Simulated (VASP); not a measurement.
# Co (P6_3/mmc) in VASP: further runs, part 2 of 2

VASP 6.6.1.

**4. Single point, PBE, collinear spin, ferromagnetic start**

INCAR reads:

```
ALGO = Normal
EDIFF = 1E-6
ENCUT = 520
GGA = PE
ISIF = 2
ISMEAR = 0
ISPIN = 2
LASPH = True
LCHARG = False
LMAXMIX = 4
LORBIT = 11
LREAL = False
LWAVE = False
MAGMOM = 2 2
NBANDS = 20
NELM = 150
PREC = Accurate
SIGMA = 0.013000000000000001
```

KPOINTS reads:

```
k-points
0
Gamma
  12 12 7
```

POSCAR reads:

```
Co
1.0
    2.4719999032      0.0000000000      0.0000000000
   -1.2359999516      2.1408147143      0.0000000000
    0.0000000000      0.0000000000      4.0211440800
Co
2
Direct
    0.6666666667      0.3333333333      0.7500000000
    0.3333333333      0.6666666667      0.2500000000
```

On the command line:

```
cat potpaw_PBE.64/Co/POTCAR > POTCAR
mpirun -np 1 vasp_std > vasp.out
```

Run time: 33 s. Hardware: 1 thread of AMD EPYC 9R45 (Zen 5), shared host; peak memory 0.13 GiB.

It converged, with:

```
Free energy                                           : -14.0608 eV
Pressure                                              : 4.0 GPa
Net moment                                            : 3.22 μB per cell
Site moments                                          : Co +1.62 μB
Valence electrons inside the program's atomic spheres : Co 8.31
```

Stress tensor (GPa, compression positive):
```
5.10 0.00 0.00
0.00 5.10 0.00
0.00 0.00 1.71
```

Levels at points of the mesh, in eV from the Fermi level:
Spin up:
```
           k point  band 8  band 9  band 10  band 11  band 12  band 13  band 14  band 15
(0.00, 0.00, 0.00)   -1.90   -1.90    -0.79    -0.79    -0.14     6.45    22.23    25.04
(0.50, 0.00, 0.00)   -0.64   -0.57    -0.50     1.38     3.45     9.82    10.49    12.89
```
Spin down:
```
           k point  band 5  band 6  band 7  band 8  band 9  band 10
(0.00, 0.00, 0.00)   -0.97   -0.60   -0.60   -0.20   -0.14    -0.14
(0.50, 0.00, 0.00)   -1.11   -1.07   -0.64    1.24    1.34     1.41
```

Caveat: the cell stands under pressure.

**5. Single point, PBE, collinear spin, ferromagnetic start**

INCAR reads:

```
PREC = Accurate ; ENCUT = 520
EDIFF = 1E-6 ; ISMEAR = 0
SIGMA = 0.014 ; LREAL = False
LASPH = True ; NELM = 150
ALGO = Normal ; ISIF = 2
LWAVE = False ; LCHARG = False
ISPIN = 2 ; MAGMOM = 2 2
LORBIT = 11 ; LMAXMIX = 4
GGA = PE ; NBANDS = 20
```

KPOINTS reads:

```
regular mesh
0
Gamma
  12 12 7
```

POSCAR is that of step 4.

Potentials or basis: VASP PAW PBE potentials, release 64 (Co).

On the command line:

```
cat potpaw_PBE.64/Co/POTCAR > POTCAR
mpirun -np 1 vasp_std > vasp.out
```

OUTCAR:

```text
PREC = Accurate
   ENCUT = 520
   EDIFF = 1E-6
   ISMEAR = 0
   LREAL = False
   LASPH = True
   NELM = 150
   ISIF = 2
   ISPIN = 2
   LORBIT = 11
   GGA = PE

 ion  position               nearest neighbor table
   1  0.667  0.333  0.750-   2 2.47   2 2.47   2 2.47   2 2.47   2 2.47   2 2.47
   2  0.333  0.667  0.250-   1 2.47   1 2.47   1 2.47   1 2.47   1 2.47   1 2.47

  LATTYP: Found a hexagonal cell.
 ALAT       =     2.4719999032
 C/A-ratio  =     1.6266764715

  Lattice vectors:

 A1 = (   2.4719999032,   0.0000000000,   0.0000000000)
 A2 = (  -1.2359999516,   2.1408147143,   0.0000000000)
 A3 = (   0.0000000000,   0.0000000000,   4.0211440800)

Analysis of symmetry for initial positions (statically):
=====================================================================
 Subroutine PRICEL returns:
 Original cell was already a primitive cell.

 Routine SETGRP: Setting up the symmetry group for a
 hexagonal supercell.

 Subroutine GETGRP returns: Found 24 space group operations
 (whereof 12 operations were pure point group operations)
 out of a pool of 24 trial point group operations.

The static configuration has the point symmetry D_3d.
 The point group associated with its full space group is D_6h.

Analysis of symmetry for dynamics (positions and initial velocities):
=====================================================================
 Subroutine PRICEL returns:
 Original cell was already a primitive cell.

 Routine SETGRP: Setting up the symmetry group for a
 hexagonal supercell.

 Subroutine GETGRP returns: Found 24 space group operations
 (whereof 12 operations were pure point group operations)
 out of a pool of 24 trial point group operations.

The dynamic configuration has the point symmetry D_3d.
 The point group associated with its full space group is D_6h.

Analysis of structural, dynamic, and magnetic symmetry:
=====================================================================
 Subroutine PRICEL returns:
 Original cell was already a primitive cell.

[... 143 lines left out ...]
 maximum number of plane-waves:       585
   NGX =  9   NGY =  9   NGZ = 15

 number of electron      17.9999990 magnetization       3.2139086

 Free energy of the ion-electron system (eV)
  ---------------------------------------------------
  ext. energy  EPLUGINS =         0.00000000
  ---------------------------------------------------
  free energy    TOTEN  =       -14.06080647 eV

  energy without entropy =      -14.06063299  energy(sigma->0) =      -14.06071973

 E-fermi :  10.5198     XC(G=0): -13.5189

 val. band max:       10.5098185194   @ k =   0.0000   0.0000   0.1429
 cond. band min:      10.5266430771   @ k =   0.3333   0.2500   0.4286
 fundamental gap:      0.0168245577
 Fermi energy:        10.5197591151

 spin component 1

 k-point     1 :       0.0000    0.0000    0.0000
  band No.  band energies     occupation
      1       1.5095      1.00000
      2       5.3033      1.00000
      3       7.8613      1.00000
      4       7.9158      1.00000
      5       7.9158      1.00000
      6       8.2307      1.00000
[... 541 lines left out ...]
     19      34.0053      0.00000
     20      35.6384      0.00000

 [... further k-points ...]

 spin component 2

 k-point     1 :       0.0000    0.0000    0.0000
  band No.  band energies     occupation
      1       1.5125      1.00000
      2       6.2470      1.00000
      3       9.4893      1.00000
      4       9.5539      1.00000
      5       9.5539      1.00000
      6       9.9222      1.00000
[... 541 lines left out ...]
     19      34.3310      0.00000
     20      35.9773      0.00000

 [... further k-points ...]
[... 5 lines left out ...]
  --------------------------------------------------------------------------------------
  -------------------------------------------------------------------------------------
  Total        0.6755932      0.6755932      0.2276896      0.0000000      0.0000000     -0.0000000
  in kB       50.8649555     50.8649555     17.1425940      0.0000000      0.0000000     -0.0000000
  external PRESSURE =      39.6241683 kB  Pullay stress =       0.0000000 kB

 VOLUME and BASIS-vectors are now :
 -----------------------------------------------------------------------------
  energy-cutoff  :      520.00
  volume of cell :       21.28
      direct lattice vectors                 reciprocal lattice vectors
     2.471999903  0.000000000  0.000000000     0.404530760  0.233555943  0.000000000
    -1.235999952  2.140814714  0.000000000     0.000000000  0.467111887  0.000000000
     0.000000000  0.000000000  4.021144080     0.000000000  0.000000000  0.248685444

 POSITION                                       TOTAL-FORCE (eV/Angst)
 -----------------------------------------------------------------------------------
      1.23600      0.71360      3.01586        -0.000000      0.000000      0.000000
     -0.00000      1.42721      1.00529         0.000000     -0.000000      0.000000
 -----------------------------------------------------------------------------------
    total drift:                                0.000000     -0.000000     -0.000000

  FREE ENERGIE OF THE ION-ELECTRON SYSTEM (eV)
  ---------------------------------------------------
  free  energy   TOTEN  =       -14.0608064652 eV

  energy  without entropy=      -14.0606329926  energy(sigma->0) =      -14.06071973

 total charge

# of ion       s       p       d       tot
------------------------------------------
    1        0.497   0.538   7.276   8.312
    2        0.497   0.538   7.276   8.312
--------------------------------------------------
tot          0.994   1.077  14.552  16.623

 magnetization (x)

# of ion       s       p       d       tot
------------------------------------------
    1       -0.015  -0.053   1.691   1.623
    2       -0.015  -0.053   1.691   1.623
--------------------------------------------------
tot         -0.029  -0.106   3.381   3.245
```

Wall time 34 s (1 thread of AMD EPYC 9R45 (Zen 5), shared host); peak memory 0.13 GiB.

Results:

* Free energy: -14.0608 eV
* Pressure: 4.0 GPa
* Net moment: 3.21 μB per cell
* Site moments: Co +1.62 μB
* Valence electrons inside the program's atomic spheres: Co 8.31

Levels at points of the mesh, in eV from the Fermi level:
Spin up:
```csv
k point,band 8,band 9,band 10,band 11,band 12,band 13,band 14,band 15
"(0.00, 0.00, 0.00)",-1.90,-1.90,-0.79,-0.79,-0.14,6.45,22.23,25.04
"(0.50, 0.00, 0.00)",-0.64,-0.57,-0.49,1.38,3.45,9.82,10.49,12.90
```
Spin down:
| k point | band 5 | band 6 | band 7 | band 8 | band 9 | band 10 |
| --- | --- | --- | --- | --- | --- | --- |
| (0.00, 0.00, 0.00) | -0.97 | -0.60 | -0.60 | -0.19 | -0.14 | -0.14 |
| (0.50, 0.00, 0.00) | -1.11 | -1.07 | -0.64 | 1.24 | 1.34 | 1.41 |

Caveat: the cell stands under pressure.

**6. Single point, PBE, collinear spin, ferromagnetic start**

INCAR reads:

```
SYSTEM = Co
  PREC = Accurate
  ENCUT = 520
  EDIFF = 1E-7
  ISMEAR = 0
  SIGMA = 0.016
  LREAL = .False.
  LASPH = .True.
  NELM = 150
  ALGO = Normal
  ISIF = 2
  LWAVE = .False.
  LCHARG = .False.
  ISPIN = 2
  MAGMOM = 2 2
  LORBIT = 11
  LMAXMIX = 4
  GGA = PE
  NBANDS = 20
```

KPOINTS reads:

```
regular mesh
0
Gamma
  12 12 7
  0 0 0
```

POSCAR is that of step 5.

Potentials or basis: VASP PAW PBE potentials, release 64 (Co).

On the command line:

```
cat potpaw_PBE.64/Co/POTCAR > POTCAR
mpirun -np 1 vasp_std > vasp.out
```

Run time: 37 s. Hardware: 1 thread of AMD EPYC 9R45 (Zen 5), shared host; peak memory 0.13 GiB.

It converged, with:

```
Free energy                                           : -14.0608 eV
Pressure                                              : 4.0 GPa
Net moment                                            : 3.21 μB per cell
Site moments                                          : Co +1.62 μB
Valence electrons inside the program's atomic spheres : Co 8.31
```

Stress tensor (GPa, compression positive):
```
5.09 0.00 0.00
0.00 5.09 0.00
0.00 0.00 1.76
```

Levels at points of the mesh, in eV from the Fermi level:
Spin up:
```csv
k point,band 9,band 10,band 11,band 12,band 13,band 14
"(0.00, 0.00, 0.00)",-1.90,-0.79,-0.79,-0.14,6.45,22.23
"(0.50, 0.00, 0.00)",-0.57,-0.49,1.38,3.45,9.82,10.49
```
Spin down:
| k point | band 3 | band 4 | band 5 | band 6 | band 7 | band 8 | band 9 | band 10 | band 11 | band 12 |
| --- | --- | --- | --- | --- | --- | --- | --- | --- | --- | --- |
| (0.00, 0.00, 0.00) | -1.03 | -0.97 | -0.97 | -0.60 | -0.60 | -0.19 | -0.14 | -0.14 | 1.08 | 1.08 |
| (0.50, 0.00, 0.00) | -3.32 | -1.84 | -1.11 | -1.07 | -0.64 | 1.24 | 1.34 | 1.41 | 2.62 | 4.42 |

Caveat: the cell stands under pressure.

**7. Overview**

```csv
task,level,cell,cutoff (eV),smearing,gap on the mesh (eV),pressure (GPa),moment (μB)
relaxation of cell and atoms,RPBE,"relaxed from a = 2.472, b = 2.472, c = 4.021 Å, angles 90.0, 90.0, 120.0°, 2 atoms",600,fermi-dirac 0.05 eV,none,0.1,3.30
single point,r2SCAN,"a = 2.520, b = 2.520, c = 4.100 Å, angles 90.0, 90.0, 120.0°, 2 atoms",660,fermi-dirac 0.05 eV,none,-11.9,3.58
single point,PBE,"a = 2.472, b = 2.472, c = 4.021 Å, angles 90.0, 90.0, 120.0°, 2 atoms",520,gaussian 0.013 eV,none,4.0,3.22
single point,PBE,"a = 2.472, b = 2.472, c = 4.021 Å, angles 90.0, 90.0, 120.0°, 2 atoms",520,gaussian 0.014 eV,none,4.0,3.21
single point,PBE,"a = 2.472, b = 2.472, c = 4.021 Å, angles 90.0, 90.0, 120.0°, 2 atoms",520,gaussian 0.016 eV,none,4.0,3.21
```

Alike in all rows: potentials or basis VASP PAW PBE potentials, release 64 (Co); spin collinear, ferromagnetic start; k mesh 12 × 12 × 7.

Caveats: the cell stands under pressure (at least some runs); the PAW data sets were made with another functional, which shifts forces and pressure a little (at least some runs); the cell stands under tension (at least some runs).

Total energies depend on the potentials used, so only differences within one code and one set of settings carry meaning.
